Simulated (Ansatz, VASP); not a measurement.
# AlNi3: VASP beside Ansatz

The input INCAR:

```
SYSTEM = AlNi3
PREC = Accurate ; ENCUT = 520
EDIFF = 1E-6 ; ISMEAR = 0
SIGMA = 0.15 ; LREAL = .False.
LASPH = .True. ; NELM = 100
ALGO = Fast ; ISIF = 2
LWAVE = .False. ; LCHARG = .True.
GGA = PS ; LELF = .True.
LVHAR = .True. ; NBANDS = 24
```

Contents of KPOINTS:

```
Automatic mesh
0
Gamma
  14 14 14
  0 0 0
```

The input POSCAR:

```
AlNi3
1.0
    0.0000000000      2.5745352306      2.6864715449
    2.5745352306      0.0000000000      2.6864715449
    2.5745352306      2.5745352306      0.0000000000
Al Ni
1 3
Direct
    0.5000000000      0.5000000000      0.5000000000
    0.2500000000      0.2500000000      0.2500000000
    0.0000000000      0.0000000000      0.0000000000
    0.7500000000      0.7500000000      0.7500000000
```

Input for Ansatz:

```yaml
crystal:
  lattice:
    - [0.0, 2.5745352306, 2.6864715449]
    - [2.5745352306, 0.0, 2.6864715449]
    - [2.5745352306, 2.5745352306, 0.0]
  atoms:
    - { symbol: Al, position: [0.5, 0.5, 0.5] }
    - { symbol: Ni, position: [0.25, 0.25, 0.25] }
    - { symbol: Ni, position: [0.0, 0.0, 0.0] }
    - { symbol: Ni, position: [0.75, 0.75, 0.75] }
basis:
  ecutwfc: 420
kpoints:
  mp_grid: { grid: [14, 14, 14] }
hamiltonian:
  xc: pbesol
scf:
  occupations: { method: gaussian, width: 0.15 }
output:
  forces: true
  stress: true
  eigenvalues: true
```

Change from the starting cell: strain -0.080 along x and y, -0.040 along z, atoms carried along.

Alike in both runs: task single point; functional PBEsol; k mesh 14 × 14 × 14; occupations gaussian, width 0.15 eV; no spin polarisation.

```csv
,VASP,Ansatz
version,VASP 6.6.1,Ansatz 0.2.0
potentials or method,"VASP PAW PBE potentials, release 64 (Al, Ni), cutoff 520 eV","scalar-relativistic, plane waves, PAW"
valence electrons in the cell,33,57
```

VASP gave:

* gap on the k mesh at the Fermi level (eV): none
* pressure (GPa): 66.7
* traceless stress, the component that is largest in VASP (GPa): 1.01

What did Ansatz give for the same quantities?

gap on the k mesh at the Fermi level (eV): none; pressure (GPa): 66.8; traceless stress, the component that is largest in VASP (GPa): 1.08.

VASP's potentials were made for PBE, not for PBEsol. A gap of «none» marks a metal or a gap that the smearing closes. Both programs put the cell under a high pressure, so it lies far from rest at this level. The functional is the same, so the differences come from potentials, cutoffs and numerics. VASP's potentials hold 33 valence electrons a cell and Ansatz's 57, so a difference there can come from the potentials and not from the codes.

Noted on VASP's run: the cell as given lies far from equilibrium.
